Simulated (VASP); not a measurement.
# HfN (P6_3/mmc) in VASP: notebook, part 2 of 2

VASP 6.6.1. The steps go on from the part before.

## (4) Single point, r2SCAN (strain -0.030 along x and y, +0.000 along z)

POSCAR

```
HfN
1.0
    3.0499720507      0.0000000000      0.0000000000
   -1.5249860254      2.6413532767      0.0000000000
    0.0000000000      0.0000000000      5.4252449695
Hf N
2 2
Direct
    0.6666666667      0.3333333333      0.7500000000
    0.3333333333      0.6666666667      0.2500000000
    0.0000000000      0.0000000000      0.0000000000
    0.0000000000      0.0000000000      0.5000000000
```

INCAR.step1

```
PREC     = Accurate       # precision mode
ENCUT    = 520            # plane-wave cutoff, eV
ISMEAR   = 0              # smearing method
SIGMA    = 0.15           # smearing width, eV
LREAL    = F              # projectors in reciprocal space
LASPH    = T              # aspherical terms in the spheres
NELM     = 100            # most SCF steps
NBANDS   = 23             # bands
GGA      = PE             # functional
ALGO     = Normal         # electronic algorithm
EDIFF    = 1E-4           # SCF threshold, eV
LWAVE    = T              # write WAVECAR
LCHARG   = F              # write CHGCAR
```

INCAR.step2

```
PREC     = Accurate       # precision mode
ENCUT    = 520            # plane-wave cutoff, eV
EDIFF    = 1E-7           # SCF threshold, eV
ISMEAR   = 0              # smearing method
SIGMA    = 0.15           # smearing width, eV
LREAL    = F              # projectors in reciprocal space
LASPH    = T              # aspherical terms in the spheres
NELM     = 100            # most SCF steps
ALGO     = Normal         # electronic algorithm
ISIF     = 2              # what is computed and relaxed
LWAVE    = F              # write WAVECAR
LCHARG   = F              # write CHGCAR
METAGGA  = R2SCAN         # meta-GGA
LMIXTAU  = T            
NBANDS   = 23             # bands
ISTART   = 1
```

KPOINTS

```
Automatic mesh
0
Gamma
  18 18 10
```

Potentials or basis: VASP PAW PBE potentials, release 64 (Hf_pv, N).

Run with:

```sh
cat potpaw_PBE.64/Hf_pv/POTCAR potpaw_PBE.64/N/POTCAR > POTCAR
cp INCAR.step1 INCAR
mpirun -np 1 vasp_std > vasp.out
cp INCAR.step2 INCAR
mpirun -np 1 vasp_std > vasp.out
```

OUTCAR:

```text
PREC = Accurate
   ENCUT = 520
   EDIFF = 1E-7
   ISMEAR = 0
   LREAL = F
   LASPH = T
   NELM = 100
   ISIF = 2
   METAGGA = R2SCAN
   ISTART = 1

 ion  position               nearest neighbor table
   1  0.667  0.333  0.750-   3 2.22   4 2.22   3 2.22   4 2.22   3 2.22   4 2.22   2 3.23   2 3.23
                             2 3.23   2 3.23   2 3.23   2 3.23
   2  0.333  0.667  0.250-   3 2.22   4 2.22   3 2.22   4 2.22   3 2.22   4 2.22   1 3.23   1 3.23
                             1 3.23   1 3.23   1 3.23   1 3.23
   3  0.000  0.000  0.000-   1 2.22   2 2.22   2 2.22   1 2.22   1 2.22   2 2.22
   4  0.000  0.000  0.500-   1 2.22   2 2.22   2 2.22   1 2.22   1 2.22   2 2.22

  LATTYP: Found a hexagonal cell.
 ALAT       =     3.0499720507
 C/A-ratio  =     1.7787851427

  Lattice vectors:

 A1 = (   3.0499720507,   0.0000000000,   0.0000000000)
 A2 = (  -1.5249860254,   2.6413532767,   0.0000000000)
 A3 = (   0.0000000000,   0.0000000000,   5.4252449695)

Analysis of symmetry for initial positions (statically):
=====================================================================
 Subroutine PRICEL returns:
 Original cell was already a primitive cell.

 Routine SETGRP: Setting up the symmetry group for a
 hexagonal supercell.

 Subroutine GETGRP returns: Found 24 space group operations
 (whereof 12 operations were pure point group operations)
 out of a pool of 24 trial point group operations.

The static configuration has the point symmetry D_3d.
 The point group associated with its full space group is D_6h.

Analysis of symmetry for dynamics (positions and initial velocities):
=====================================================================
 Subroutine PRICEL returns:
 Original cell was already a primitive cell.

 Routine SETGRP: Setting up the symmetry group for a
 hexagonal supercell.

 Subroutine GETGRP returns: Found 24 space group operations
[... 121 lines left out ...]
   EMIN   =  10.00;   EMAX   =-10.00  energy-range for DOS
   EFERMI =   0.00;   METHOD = LEGACY
   ISMEAR =     0;   SIGMA  =   0.15  broadening in eV -4-tet -1-fermi 0-gaus
   EFERMI_NEDOS =   21; number of points for ismear=-14 and -15
   IALGO  =     38    algorithm
   IMIX   =      4    mixing-type and parameters
     AMIX     =   0.40;   BMIX     =  1.00
     AMIX_MAG =   1.60;   BMIX_MAG =  1.00
  volume/ion in A,a.u.               =      10.93        73.74
  Fermi-wavevector in a.u.,A,eV,Ry     =   1.444114  2.728979 28.374460  2.085464
  Thomas-Fermi vector in A             =   2.562445
   LORBIT       =      0    0 simple, 1 ext, 2 COOP (PROOUT), +10 PAW based schemes
   METAGGA = R2SCAN    functional components
   LHFCALC =     F    Hartree Fock is set to
   AEXX    =    0.0000 exact exchange contribution
   IVDW    =     0    specifies the selected vdW correction
   LEPSILON=     F    determine dielectric tensor
   LRPA    =     F    only Hartree local field effects (RPA)
 non-spin polarized calculation
 Gauss-broadening in eV      SIGMA  =   0.15
  energy-cutoff  :      520.00
  volume of cell :       43.71
 maximum number of plane-waves:      1202
 NGX is ok and might be reduce to    24
   NGX = 11   NGY = 11   NGZ = 21

 number of electron      30.0000004 magnetization

 Free energy of the ion-electron system (eV)
  ---------------------------------------------------
  ext. energy  EPLUGINS =         0.00000000
  ---------------------------------------------------
  free energy    TOTEN  =      -116.25523128 eV

  energy without entropy =     -116.24666801  energy(sigma->0) =     -116.25094965

 E-fermi :   8.3737     XC(G=0): -13.9186

 val. band max:        8.3445985458   @ k =   0.2222   0.0000   0.5000
 cond. band min:       8.3867201230   @ k =   0.1667   0.0000   0.4000
 fundamental gap:      0.0421215772
 Fermi energy:         8.3737339811

 k-point     1 :       0.0000    0.0000    0.0000
  band No.  band energies     occupation
      1     -24.5228      2.00000
      2     -23.5179      2.00000
      3     -23.3461      2.00000
      4     -23.3461      2.00000
      5     -23.2920      2.00000
      6     -23.2920      2.00000
[... 613 lines left out ...]
     22      15.5743      0.00000
     23      16.6550      0.00000

 [... further k-points ...]
[... 5 lines left out ...]
  --------------------------------------------------------------------------------------
  -------------------------------------------------------------------------------------
  Total        5.7622091      5.7622091      1.8826573     -0.0000000      0.0000000     -0.0000000
  in kB      211.2311149    211.2311149     69.0144698     -0.0000000      0.0000000     -0.0000000
  external PRESSURE =     163.8255665 kB  Pullay stress =       0.0000000 kB

 VOLUME and BASIS-vectors are now :
 -----------------------------------------------------------------------------
  energy-cutoff  :      520.00
  volume of cell :       43.71
      direct lattice vectors                 reciprocal lattice vectors
     3.049972051  0.000000000  0.000000000     0.327871857  0.189296905  0.000000000
    -1.524986025  2.641353277  0.000000000     0.000000000  0.378593810  0.000000000
     0.000000000  0.000000000  5.425244969     0.000000000  0.000000000  0.184323474

 POSITION                                       TOTAL-FORCE (eV/Angst)
 -----------------------------------------------------------------------------------
      1.52499      0.88045      4.06893         0.000000      0.000000      0.000000
     -0.00000      1.76090      1.35631        -0.000000     -0.000000      0.000000
      0.00000      0.00000      0.00000        -0.000000      0.000000      0.000000
      0.00000      0.00000      2.71262        -0.000000      0.000000      0.000000
 -----------------------------------------------------------------------------------
    total drift:                               -0.000000      0.000000     -0.000000

  FREE ENERGIE OF THE ION-ELECTRON SYSTEM (eV)
  ---------------------------------------------------
  free  energy   TOTEN  =      -116.2552312838 eV

  energy  without entropy=     -116.2466680129  energy(sigma->0) =     -116.25094965
```

OSZICAR.step1:

```text
N       E                     dE             d eps       ncg     rms          rms(c)
DAV:   1     0.113701656793E+03    0.11370E+03   -0.16615E+04 10236   0.131E+03
DAV:   2    -0.430984096194E+02   -0.15680E+03   -0.14879E+03 13240   0.319E+02
DAV:   3    -0.491790465936E+02   -0.60806E+01   -0.60344E+01 13298   0.505E+01
DAV:   4    -0.492277219563E+02   -0.48675E-01   -0.48650E-01 11599   0.487E+00
DAV:   5    -0.492283021370E+02   -0.58018E-03   -0.58005E-03 13731   0.434E-01    0.815E+01
DAV:   6    -0.432969504988E+02    0.59314E+01   -0.25459E+01 12296   0.271E+01    0.613E+01
DAV:   7    -0.432187756881E+02    0.78175E-01   -0.17190E+00 11961   0.818E+00    0.223E+01
DAV:   8    -0.431990634103E+02    0.19712E-01   -0.81079E-02 13250   0.195E+00    0.341E+00
DAV:   9    -0.431938246904E+02    0.52387E-02   -0.34211E-02 11804   0.103E+00    0.290E+00
DAV:  10    -0.431931116340E+02    0.71306E-03   -0.85960E-03 12295   0.573E-01    0.104E+00
DAV:  11    -0.431928599951E+02    0.25164E-03   -0.11198E-03 12573   0.219E-01    0.642E-02
DAV:  12    -0.431928602706E+02   -0.27541E-06   -0.54398E-05  7158   0.524E-02
   1 F= -.43192860E+02 E0= -.43188197E+02  d E =-.932633E-02
```

Wall time 27 min (1 thread of Oxide Virtual Turin-like, shared host); peak memory 0.29 GiB.

Results:

* Free energy: -116.2552 eV
* Pressure: 16.4 GPa
* Band gap on the k mesh: zero (bands 15 and 16 overlap by 2.43 eV)

Stress tensor (GPa, compression positive):
```
21.12  0.00  0.00
 0.00 21.12  0.00
 0.00  0.00  6.90
```

Caveat: the cell differs from its parent crystal (strain -0.030 along x and y, +0.000 along z); the stress differs along the axes, from 7 to 21 GPa; the PAW data sets were made with another functional, which shifts forces and pressure a little; spin-orbit coupling is left out, which moves the levels of the heavy elements.

## (5) Summary

```csv
cell,gap on the mesh (eV),pressure (GPa)
"a = 3.050, b = 3.050, c = 5.262 Å, angles 90.0, 90.0, 120.0°, 4 atoms",none,27.9
"a = 3.050, b = 3.050, c = 5.344 Å, angles 90.0, 90.0, 120.0°, 4 atoms",none,21.9
"a = 3.050, b = 3.050, c = 5.425 Å, angles 90.0, 90.0, 120.0°, 4 atoms",none,16.4
```

Alike in all rows: task single point; level r2SCAN; potentials or basis VASP PAW PBE potentials, release 64 (Hf_pv, N); no spin polarisation; k mesh 18 × 18 × 10; cutoff (eV) 520; smearing gaussian 0.15 eV.

Caveats: the PAW data sets were made with another functional, which shifts forces and pressure a little; spin-orbit coupling is left out, which moves the levels of the heavy elements; the cell stands under pressure (at least some runs); the stress differs along the axes, from 17 to 24 GPa (at least some runs); the stress differs along the axes, from 7 to 21 GPa (at least some runs).

Absolute energies hang on the potentials; compare differences alone.

The gap in the log of VASP goes by the Fermi energy; the results here count the filled bands.